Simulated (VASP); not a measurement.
Write the native input for VASP 6.6.1 that does the following.

- Task: single point
- Functional: PBE
- Potentials or basis: VASP PAW PBE potentials, release 64 (Cd, H)
- Cutoff: 520 eV
- k mesh: 10 × 10 × 8
- Occupations: gaussian, width 0.1 eV
- Spin: no spin polarisation
- Dipole correction: no
- Further INCAR settings: ALGO = Normal; EDIFF = 1e-06; NBANDS = 18

The structure of CdH6 lies in POSCAR:

```
CdH6
1.0
    3.5248202783      0.0000000000      0.0000000000
    0.0000000000      3.5248202783      0.0000000000
    0.0000000000      0.0000000000      5.5841042416
Cd H
1 6
Direct
    0.0000000000      0.0000000000      0.5000000000
    0.1797511081      0.1797511081      0.0000000000
    0.8202488919      0.8202488919      0.0000000000
    0.8202488919      0.1797511081      0.0000000000
    0.1797511081      0.8202488919      0.0000000000
    0.5000000000      0.0000000000      0.5000000000
    0.0000000000      0.5000000000      0.5000000000
```

The input as run:

INCAR

```
PREC = Accurate
ENCUT = 520
EDIFF = 1E-6
ISMEAR = 0
SIGMA = 0.1
LREAL = False
LASPH = True
NELM = 60
ALGO = Normal
ISIF = 2
LWAVE = False
LCHARG = True
GGA = PE
LELF = True
LVHAR = True
NBANDS = 18
```

KPOINTS

```
regular mesh
0
Gamma
  10 10 8
```

Potentials or basis: VASP PAW PBE potentials, release 64 (Cd, H).

The run is started by

```console
$ cat potpaw_PBE.64/Cd/POTCAR potpaw_PBE.64/H/POTCAR > POTCAR
$ mpirun -np 1 vasp_std > vasp.out
```

It gave:

```yaml
Pressure: 0.2 GPa
Largest_force: 0.005 eV/Å
Band_gap_on_the_k_mesh: zero (band 9 reaches 0.62 eV, above the bottom of band 10 at -2.03 eV)
```

Wall time 49 s on 1 thread of Intel(R) Xeon(R) 6975P-C (Granite Rapids) (shared host), peak memory 0.25 GiB.
